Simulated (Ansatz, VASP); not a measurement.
## One calculation of SiGe3Ru2, two programs

```xyz
6
Lattice="5.8731 0.0000 0.0000 -2.9366 5.0863 0.0000 0.0000 0.0000 3.2463" Properties=species:S:1:pos:R:3 pbc="T T T"
Si    0.0000    0.0000    0.0000
Ge    2.9366    0.0000    1.6231
Ge    1.4683    2.5431    1.6231
Ge   -1.4683    2.5431    1.6231
Ru    0.0000    3.3909    0.0000
Ru    2.9366    1.6954    0.0000
```

Change from the starting cell: species swapped into the ErB2Ru3 type (P6/mmm, No. 191).

Alike in both runs: task single point; functional PBE; k mesh 3 × 3 × 6; occupations gaussian, width 0.1 eV; no spin polarisation.

```csv
,VASP,Ansatz
version,VASP 6.6.1,Ansatz 0.2.0
potentials or method,"VASP PAW PBE potentials, release 64 (Si, Ge_d, Ru_pv), cutoff 520 eV","scalar-relativistic, plane waves, PAW"
valence electrons in the cell,74,78
```

Ansatz gave:

```
gap on the k mesh at the Fermi level (eV)                     : none
pressure (GPa)                                                : 24.7
traceless stress, the component that is largest in VASP (GPa) : 6.90
```

Question: Which values does VASP return?

Answer: gap on the k mesh at the Fermi level (eV): none; pressure (GPa): 25.1; traceless stress, the component that is largest in VASP (GPa): 7.04.

A gap of «none» marks a metal or a gap that the smearing closes. With one functional, cell and mesh, what is left measures potentials, basis and numerics. VASP's potentials hold 74 valence electrons a cell and Ansatz's 78, so a difference there can come from the potentials and not from the codes.

The k mesh is coarse, so the values compare programs but aren't converged.
